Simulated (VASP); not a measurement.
## WSe2: relaxation of cell and atoms with PBE+D3(BJ)

WSe2:

```
W Se
1.0
     3.27904    0.00000    0.00000
    -1.63952    2.83973    0.00000
     0.00000    0.00000   12.79283
W Se
2 4
Direct
  0.66667 0.33333 0.25002
  0.33333 0.66667 0.74998
  0.33333 0.66667 0.38168
  0.66667 0.33333 0.88164
  0.33333 0.66667 0.11836
  0.66667 0.33333 0.61832
```

```json
{"Program": "VASP 6.6.1", "Task": "relaxation of cell and atoms", "Functional": "PBE", "Dispersion": "D3(BJ)", "Potentials or basis": "VASP PAW PBE potentials, release 64 (W_sv, Se)", "Cutoff": "600 eV", "k mesh": "12 × 12 × 2", "Occupations": "gaussian, width 0.02 eV", "Spin": "no spin polarisation", "Dipole correction": "no", "Further INCAR settings": "ALGO = Normal; EDIFF = 1e-06; IBRION = 2; EDIFFG = -0.005; NSW = 100; ISIF = 3"}
```

```json
{"Relaxed volume": "19.89 Å³/atom", "Relaxed cell": "a = 3.281 Å, b = 3.281 Å, c = 12.802 Å, α = 90.00°, β = 90.00°, γ = 120.00°", "Space group after relaxing (to 0.1 Å)": "P6_3/mmc (No. 194)", "Energy gained by relaxing": "0.1 meV/atom", "Ionic steps": "3", "Pressure after relaxing": "0.0 GPa", "Band gap on the k mesh": "0.89 eV (least direct gap 1.56 eV)", "Dispersion energy per atom": "-0.474 eV"}
```

Forces on the atoms (eV/Å):
```
W    0.000  0.000  0.000
W    0.000  0.000  0.000
Se   0.000  0.000  0.003
Se   0.000  0.000  0.003
Se   0.000  0.000 -0.003
Se   0.000  0.000 -0.003
```

Step by step:
| step | energy change (eV) | largest force (eV/Å) | pressure (GPa) | volume (Å³) |
| --- | --- | --- | --- | --- |
| 1 | 0.0000 | 0.0489 | 0.33 | 119.12 |
| 2 | 0.0012 | 0.0975 | -0.73 | 119.83 |
| 3 | -0.0003 | 0.0029 | 0.01 | 119.34 |

Final structure:
```cif
data_structure
_symmetry_space_group_name_H-M 'P 1'
_symmetry_Int_Tables_number 1
_cell_length_a 3.2808
_cell_length_b 3.2808
_cell_length_c 12.8024
_cell_angle_alpha 90.000
_cell_angle_beta 90.000
_cell_angle_gamma 120.000
_cell_volume 119.34
loop_
_atom_site_label
_atom_site_type_symbol
_atom_site_fract_x
_atom_site_fract_y
_atom_site_fract_z
_atom_site_occupancy
W1 W 0.66667 0.33333 0.25002 1
W2 W 0.33333 0.66667 0.74998 1
Se1 Se 0.33333 0.66667 0.38173 1
Se2 Se 0.66667 0.33333 0.88170 1
Se3 Se 0.33333 0.66667 0.11830 1
Se4 Se 0.66667 0.33333 0.61827 1
```

Levels at points of the mesh, in eV from the valence-band top:
| k point | band 22 | band 23 | band 24 | band 25 | band 26 | band 27 | band 28 | band 29 | band 30 | band 31 |
| --- | --- | --- | --- | --- | --- | --- | --- | --- | --- | --- |
| (0.00, 0.00, 0.00) | -1.45 | -1.45 | -1.19 | -0.96 | 0.00 | 2.63 | 2.63 | 2.68 | 2.68 | 2.69 |
| (0.50, 0.00, 0.00) | -2.44 | -1.48 | -1.37 | -1.30 | -1.05 | 2.15 | 2.20 | 2.27 | 2.69 | 2.91 |
| (0.00, 0.00, 0.50) | -1.48 | -1.48 | -1.48 | -0.20 | -0.20 | 2.63 | 2.63 | 2.63 | 2.63 | 2.84 |
| (0.50, 0.00, 0.50) | -2.62 | -1.37 | -1.36 | -1.21 | -1.21 | 2.17 | 2.17 | 2.52 | 2.52 | 3.34 |

Wall time 10 min on 1 thread of Intel Xeon 8259CL, with other jobs on the host, peak memory 0.4 GiB.

Caveat: spin-orbit coupling is left out, which moves the levels of the heavy elements. A k mesh can miss the band edges.
